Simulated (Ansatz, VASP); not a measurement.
## TiAl in VASP and in Ansatz

Contents of INCAR:

```
SYSTEM = TiAl
PREC = Accurate
ENCUT = 520
EDIFF = 1E-6
ISMEAR = 0
SIGMA = 0.1
LREAL = .False.
LASPH = .True.
NELM = 60
ALGO = Normal
ISIF = 2
LWAVE = .False.
LCHARG = .False.
GGA = PS
NBANDS = 14
```

The input KPOINTS:

```
Automatic mesh
0
Gamma
  18 18 10
  0 0 0
```

File POSCAR:

```
TiAl
1.0
    2.9448503487      0.0000000000      0.0000000000
   -1.4724251743      2.5503152123      0.0000000000
    0.0000000000      0.0000000000      4.9450144160
Ti Al
1 1
Direct
    0.0000000000      0.0000000000      0.0000000000
    0.3333333300      0.6666666700      0.5000000000
```

Input for Ansatz:

```yaml
crystal:
  lattice:
    - [2.9448503487, 0.0, 0.0]
    - [-1.4724251743, 2.5503152123, 0.0]
    - [0.0, 0.0, 4.945014416]
  atoms:
    - { symbol: Ti, position: [0.0, 0.0, 0.0] }
    - { symbol: Al, position: [0.33333333, 0.66666667, 0.5] }
basis:
  ecutwfc: 420
kpoints:
  mp_grid: { grid: [18, 18, 10] }
hamiltonian:
  xc: pbesol
scf:
  occupations: { method: gaussian, width: 0.1 }
output:
  forces: true
  stress: true
  eigenvalues: true
  populations: true
```

Alike in both runs: task single point; functional PBEsol; k mesh 18 × 18 × 10; occupations gaussian, width 0.1 eV; no spin polarisation.

|  | VASP | Ansatz |
| --- | --- | --- |
| version | VASP 6.6.1 | Ansatz 0.2.0 |
| potentials or method | VASP PAW PBE potentials, release 64 (Ti_sv, Al), cutoff 520 eV | scalar-relativistic, plane waves, PAW |
| valence electrons in the cell | 15 | 15 |

Ansatz gave:

```
gap on the k mesh at the Fermi level (eV)                     : none
pressure (GPa)                                                : -11.8
traceless stress, the component that is largest in VASP (GPa) : -3.57
```

Question: Estimate VASP's values.

Answer: gap on the k mesh at the Fermi level (eV): none; pressure (GPa): -11.8; traceless stress, the component that is largest in VASP (GPa): -3.54.

VASP's potentials were made for PBE, not for PBEsol. A gap of «none» marks a metal or a gap that the smearing closes.
